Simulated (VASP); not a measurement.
# H12CO5 in VASP: single point with PBE+D3(BJ)

Aim: the single point of H12CO5 with PBE+D3(BJ).

Everything below comes from runs of VASP 6.6.1. Logs are shortened: lines on timing, memory, paths and dates and some standing lists are left out, and cuts for length are marked.

## Step 1: The cell of the first run

The cell holds a disordered packing, 18 atoms: a = 6.241 Å, b = 6.241 Å, c = 6.241 Å, α = 90.00°, β = 90.00°, γ = 90.00°.

## Step 2: Single point, PBE+D3(BJ)

File INCAR:

```
SYSTEM = H12CO5
ALGO     = Normal         ! electronic algorithm
EDIFF    = 1E-6           ! SCF threshold, eV
ENCUT    = 1000           ! plane-wave cutoff, eV
GGA      = PE             ! functional
GGA_COMPAT= .FALSE.      
ISIF     = 2              ! what is computed and relaxed
ISMEAR   = -1             ! smearing method
IVDW     = 12             ! dispersion correction
LASPH    = .TRUE.         ! aspherical terms in the spheres
LCHARG   = .FALSE.        ! write CHGCAR
LREAL    = Auto         
LWAVE    = .FALSE.        ! write WAVECAR
NBANDS   = 38             ! bands
NELM     = 120            ! most SCF steps
PREC     = Accurate       ! precision mode
SIGMA    = 0.05           ! smearing width, eV
```

File KPOINTS:

```
k-points
0
G
  1 1 1
  0 0 0
```

File POSCAR:

```
H12CO5
1.0
    6.2411070000      0.0000000000      0.0000000000
    0.0000000000      6.2411070000      0.0000000000
    0.0000000000      0.0000000000      6.2411070000
O H C
5 12 1
Direct
    0.4397661978      0.7833812272      0.4187969171
    0.7879335498      0.6315418143      0.2011296366
    0.1991623776      0.3859894052      0.6553052758
    0.6173434947      0.7388510544      0.8147979227
   -0.0673058718      1.0567835364      0.8975445777
    0.5626551649      0.7333746006      0.3295048896
    0.4284824327      0.9363861909      0.3929905581
    0.8898744229      0.7492183963      0.1916070759
    0.7314917608      0.6226539212      0.0527080599
    0.1654300072      0.4855916312      0.5401250240
    0.3072533607      0.4629164442      0.7376466824
    0.5581242380      0.7475639322      0.6670918182
    0.6937796118      0.8765315974      0.8320273422
    0.0768175168      0.7625629312      0.8770456214
   -0.0386044643      1.2011937609      0.8433605673
    0.1189903023      0.9281411421      0.6482626932
    0.2606222589      0.9827112031      0.8925266283
    0.1075652390      0.9274564112      0.8243306096
```

Potentials or basis: VASP PAW PBE potentials, release 64 (O_h, H_h, C_h).

On the command line:

```sh
$ cat potpaw_PBE.64/O_h/POTCAR potpaw_PBE.64/H_h/POTCAR potpaw_PBE.64/C_h/POTCAR > POTCAR
$ mpirun -np 1 vasp_gam > vasp.out
```

OUTCAR:

```text
SYSTEM = H12CO5
   EDIFF = 1E-6
   ENCUT = 1000
   GGA = PE
   ISIF = 2
   ISMEAR = -1
   IVDW = 12
   LASPH = .TRUE.
   LREAL = Auto
   NELM = 120
   PREC = Accurate
 IVDW          = 12

 ion  position               nearest neighbor table
   1  0.440  0.783  0.419-   7 0.97   6 1.00
   2  0.788  0.632  0.201-   8 0.97   9 0.99
   3  0.199  0.386  0.655-  10 0.97  11 0.97
   4  0.617  0.739  0.815-  13 0.99  12 0.99
   5  0.933  0.057  0.898-  15 0.98  18 1.43
   6  0.563  0.733  0.330-   1 1.00
   7  0.428  0.936  0.393-   1 0.97
   8  0.890  0.749  0.192-   2 0.97
   9  0.731  0.623  0.053-   2 0.99
  10  0.165  0.486  0.540-   3 0.97
  11  0.307  0.463  0.738-   3 0.97
  12  0.558  0.748  0.667-   4 0.99
  13  0.694  0.877  0.832-   4 0.99
  14  0.077  0.763  0.877-  18 1.10
  15  0.961  0.201  0.843-   5 0.98
  16  0.119  0.928  0.648-  18 1.10
  17  0.261  0.983  0.893-  18 1.10
  18  0.108  0.927  0.824-  14 1.10  17 1.10  16 1.10   5 1.43

  LATTYP: Found a simple cubic cell.
 ALAT       =     6.2411070000

  Lattice vectors:

 A1 = (   6.2411070000,   0.0000000000,   0.0000000000)
 A2 = (   0.0000000000,   6.2411070000,   0.0000000000)
 A3 = (   0.0000000000,   0.0000000000,   6.2411070000)

Analysis of symmetry for initial positions (statically):
=====================================================================
 Subroutine PRICEL returns:
 Original cell was already a primitive cell.

 Routine SETGRP: Setting up the symmetry group for a
 simple cubic supercell.

 Subroutine GETGRP returns: Found  1 space group operations
 (whereof  1 operations were pure point group operations)
 out of a pool of 48 trial point group operations.

The static configuration has the point symmetry C_1 .

Analysis of symmetry for dynamics (positions and initial velocities):
=====================================================================
 Subroutine PRICEL returns:
 Original cell was already a primitive cell.

 Routine SETGRP: Setting up the symmetry group for a
 simple cubic supercell.

 Subroutine GETGRP returns: Found  1 space group operations
 (whereof  1 operations were pure point group operations)
 out of a pool of 48 trial point group operations.

The dynamic configuration has the point symmetry C_1 .

 Subroutine INISYM returns: Found  1 space group operations
 (whereof  1 operations are pure point group operations),
 and found     1 'primitive' translations

----------------------------------------------------------------------------------------

                                     Primitive cell

  volume of cell :     243.1000

  direct lattice vectors                    reciprocal lattice vectors
     6.241107000  0.000000000  0.000000000     0.160227985  0.000000000  0.000000000
     0.000000000  6.241107000  0.000000000     0.000000000  0.160227985  0.000000000
     0.000000000  0.000000000  6.241107000     0.000000000  0.000000000  0.160227985

  length of vectors
     6.241107000  6.241107000  6.241107000     0.160227985  0.160227985  0.160227985

  position of ions in fractional coordinates (direct lattice)
     0.439766198  0.783381227  0.418796917
     0.787933550  0.631541814  0.201129637
     0.199162378  0.385989405  0.655305276
     0.617343495  0.738851054  0.814797923
     0.932694128  0.056783536  0.897544578
     0.562655165  0.733374601  0.329504890
[... 10 lines left out ...]
     0.260622259  0.982711203  0.892526628
     0.107565239  0.927456411  0.824330610

  ion indices of the primitive-cell ions
   primitive index   ion index
                 1           1
                 2           2
                 3           3
                 4           4
                 5           5
                 6           6
[... 10 lines left out ...]
                17          17
                18          18

----------------------------------------------------------------------------------------

 KPOINTS: k-points

Automatic generation of k-mesh.
 Grid dimensions read from file:
 generate k-points for:    1    1    1

 Generating k-lattice:

  Cartesian coordinates                     Fractional coordinates (reciprocal lattice)
     0.160227985  0.000000000  0.000000000     1.000000000  0.000000000  0.000000000
     0.000000000  0.160227985  0.000000000     0.000000000  1.000000000  0.000000000
     0.000000000  0.000000000  0.160227985     0.000000000  0.000000000  1.000000000

  Length of vectors
     0.160227985  0.160227985  0.160227985

  Shift w.r.t. Gamma in fractional coordinates (k-lattice)
     0.000000000  0.000000000  0.000000000

 Subroutine IBZKPT returns following result:
 ===========================================

 Found      1 irreducible k-points:

 Following reciprocal coordinates:
            Coordinates               Weight
  0.000000  0.000000  0.000000      1.000000
   k-points           NKPTS =      1   k-points in BZ     NKDIM =      1   number of bands    NBANDS=     38
   number of dos      NEDOS =    301   number of ions     NIONS =     18
   total plane-waves  NPLWV = 262144
   dimension x,y,z NGX =    64 NGY =   64 NGZ =   64
   dimension x,y,z NGXF=   128 NGYF=  128 NGZF=  128
   ions per type =               5  12   1
   NGX,Y,Z   is equivalent  to a cutoff of  17.05, 17.05, 17.05 a.u.
   NGXF,Y,Z  is equivalent  to a cutoff of  34.10, 34.10, 34.10 a.u.
 SYSTEM =  H12CO5
   PREC   = accura    normal or accurate (medium, high low for compatibility)
   ISTART =      0    job   : 0-new  1-cont  2-samecut
   ICHARG =      2    charge: 1-file 2-atom 10-const
   ISPIN  =      1    spin polarized calculation?
   LNONCOLLINEAR =      F non collinear calculations
   LSORBIT =      F    spin-orbit coupling
   LASPH  =      T    aspherical Exc in radial PAW
   ENCUT  = 1000.0 eV  73.50 Ry    8.57 a.u.  16.09 16.09 16.09*2*pi/ulx,y,z
   NELM   =    120;   NELMIN=  2; NELMDL= -5     # of ELM steps
   EDIFF  = 0.1E-05   stopping-criterion for ELM
   LREAL  =      T    real-space projection
   EDIFFG = 0.1E-04   stopping-criterion for IOM
   NSW    =      0    number of steps for IOM
   IBRION =     -1    ionic relax: 0-MD 1-quasi-New 2-CG
   NFREE  =      0    steps in history (QN), initial steepest desc. (CG)
   ISIF   =      2    stress and relaxation
   ISYM   =      2    0-nonsym 1-usesym 2-fastsym
   POTIM  = 0.5000    time-step for ionic-motion
   TEBEG  =    0.0;   TEEND  =   0.0 temperature during run
   PSTRESS=    0.0 pullay stress
   NELECT =      46.0000    total number of electrons
   NUPDOWN=      -1.0000    fix difference up-down
   EMIN   =  10.00;   EMAX   =-10.00  energy-range for DOS
   EFERMI =   0.00;   METHOD = LEGACY
   ISMEAR =    -1;   SIGMA  =   0.05  broadening in eV -4-tet -1-fermi 0-gaus
   EFERMI_NEDOS =   21; number of points for ismear=-14 and -15
   IALGO  =     38    algorithm
   IMIX   =      4    mixing-type and parameters
     AMIX     =   0.40;   BMIX     =  1.00
     AMIX_MAG =   1.60;   BMIX_MAG =  1.00
  volume/ion in A,a.u.               =      13.51        91.14
  Fermi-wavevector in a.u.,A,eV,Ry     =   0.939866  1.776089 12.018674  0.883348
  Thomas-Fermi vector in A             =   2.067220
   LORBIT       =      0    0 simple, 1 ext, 2 COOP (PROOUT), +10 PAW based schemes
   GGA     = PE    functional components
   LHFCALC =     F    Hartree Fock is set to
   AEXX    =    0.0000 exact exchange contribution
   IVDW    =    12    specifies the selected vdW correction
   LEPSILON=     F    determine dielectric tensor
   LRPA    =     F    only Hartree local field effects (RPA)
 non-spin polarized calculation
  energy-cutoff  :     1000.00
  volume of cell :      243.10
 maximum number of plane-waves:      8683
   NGX = 33   NGY = 33   NGZ = 33

 number of electron      45.9999999 magnetization

 Free energy of the ion-electron system (eV)
  ---------------------------------------------------
  ext. energy  EPLUGINS =         0.00000000
  ---------------------------------------------------
  free energy    TOTEN  =       -88.92638945 eV

  energy without entropy =      -88.92638945  energy(sigma->0) =      -88.92638945

 E-fermi :  -2.7474     XC(G=0):  -5.6705

 val. band max:       -4.0083403342   @ k =   0.0000   0.0000   0.0000
 cond. band min:       0.4606036560   @ k =   0.0000   0.0000   0.0000
 fundamental gap:      4.4689439902
 Fermi energy:        -2.7474125331

 k-point     1 :       0.0000    0.0000    0.0000
  band No.  band energies     occupation
      1     -23.1420      2.00000
      2     -22.9756      2.00000
      3     -22.7545      2.00000
      4     -22.5528      2.00000
      5     -21.9516      2.00000
      6     -14.2431      2.00000
[... 27 lines left out ...]
     34       6.4649      0.00000
     35       6.5669      0.00000
 [bands above 35 left out]

------------------------ aborting loop because EDIFF is reached ----------------------------------------

 Edisp (eV)   -0.48037

 E8    (eV) :    -0.1018

  FORCE on cell =-STRESS in cart. coord.  units (eV):
  Direction    XX          YY          ZZ          XY          YZ          ZX
  --------------------------------------------------------------------------------------
  -------------------------------------------------------------------------------------
  Total      -0.72129    -1.14325    -0.00722    -0.69592     0.24593    -0.45352
  in kB      -4.75373    -7.53472    -0.04755    -4.58653     1.62084    -2.98897
  external pressure =       -4.11 kB  Pullay stress =        0.00 kB

 VOLUME and BASIS-vectors are now :
 -----------------------------------------------------------------------------
  energy-cutoff  :     1000.00
  volume of cell :      243.10
      direct lattice vectors                 reciprocal lattice vectors
     6.241107000  0.000000000  0.000000000     0.160227985  0.000000000  0.000000000
     0.000000000  6.241107000  0.000000000     0.000000000  0.160227985  0.000000000
     0.000000000  0.000000000  6.241107000     0.000000000  0.000000000  0.160227985

 POSITION                                       TOTAL-FORCE (eV/Angst)
 -----------------------------------------------------------------------------------
      2.74463      4.88917      2.61376        -0.065448      0.012340      0.012891
      4.91758      3.94152      1.25527        -0.035711      0.012589     -0.146285
      1.24299      2.40900      4.08983         0.036977      0.115484      0.019853
      3.85291      4.61125      5.08524         0.094498      0.239420     -0.090559
      5.82104      0.35439      5.60167        -0.047148      0.097001     -0.014169
      3.51159      4.57707      2.05648         0.058136     -0.020566     -0.066915
[... 10 lines left out ...]
      1.62657      6.13321      5.57035        -0.075771     -0.032587     -0.052588
      0.67133      5.78835      5.14474         0.152102     -0.027008      0.008982
 -----------------------------------------------------------------------------------
    total drift:                               -0.000703     -0.002204     -0.001496

  FREE ENERGIE OF THE ION-ELECTRON SYSTEM (eV)
  ---------------------------------------------------
  free  energy   TOTEN  =       -89.4067625194 eV

  energy  without entropy=      -89.4067625194  energy(sigma->0) =      -89.40676252
```

It took 68 s on 1 thread of AMD EPYC 7R43 (Zen 3), shared host; peak memory 0.48 GiB.

Results:

```yaml
Free_energy: -89.4068 eV
Pressure: -0.4 GPa
Largest_force: 0.273 eV/Å
Dispersion_energy_per_atom: -0.027 eV
```

Forces on the atoms (eV/Å):
```
O   -0.065  0.012  0.013
O   -0.036  0.013 -0.146
O    0.037  0.115  0.020
O    0.094  0.239 -0.091
O   -0.047  0.097 -0.014
H    0.058 -0.021 -0.067
H    0.000 -0.057 -0.014
H   -0.035 -0.043  0.046
H   -0.003  0.078  0.077
H    0.011 -0.046  0.037
H   -0.051 -0.076 -0.071
H    0.019 -0.034  0.154
H   -0.064 -0.235  0.016
H    0.001  0.042  0.017
H   -0.009 -0.038  0.026
H    0.014  0.014  0.041
H   -0.076 -0.033 -0.053
C    0.152 -0.027  0.009
```

Levels at points of the mesh, in eV from the Fermi level:
```
           k point  band 20  band 21  band 22  band 23  band 24  band 25  band 26  band 27
(0.00, 0.00, 0.00)    -2.05    -1.99    -1.59    -1.26     3.21     6.14     6.48     6.53
```

Caveat: the k points lie up to 1.01 Å⁻¹ apart, too coarse for converged energies, forces and pressures.
